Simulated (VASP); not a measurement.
Runs of VASP 6.6.1 on Si3TeW. The structure is that of space group Pm-3m (No. 221), or close to it. The cells are those of the table. 

```tsv
task	cell	k mesh	cutoff (eV)	gap on the mesh (eV)	pressure (GPa)	relaxed volume (Å³/atom)
relaxation of cell and atoms	relaxed from a = 4.871 Å, 5 atoms	8 × 8 × 8	600	none	0.0	(a)
single point	a = 4.920 Å, 5 atoms	8 × 8 × 8	520	none	(b)	-
single point	a = 4.871 Å, 5 atoms	4 × 4 × 4	520	none	0.6	-
single point	a = 4.625 Å, 5 atoms	4 × 4 × 4	520	none	17.1	-
relaxation of cell and atoms	relaxed from a = 4.625 Å, 5 atoms	4 × 4 × 4	600	none	-0.1	23.33
```

Alike in all rows: level PBE; potentials or basis VASP PAW PBE potentials, release 64 (Si, Te, W_sv); no spin polarisation; smearing gaussian 0.1 eV.

Task: Fill in the values left out.

Result: (a) 23.90; (b) 0.2.

Caveats: spin-orbit coupling is left out, which moves the levels of the heavy elements; the volume moved by over 15 % at a fixed basis, so the end points are rough (some runs).

A k mesh can miss the band edges, and the runs leave out spin-orbit coupling on Te, W.

A gap of «none» marks levels without a gap at the run's occupations.
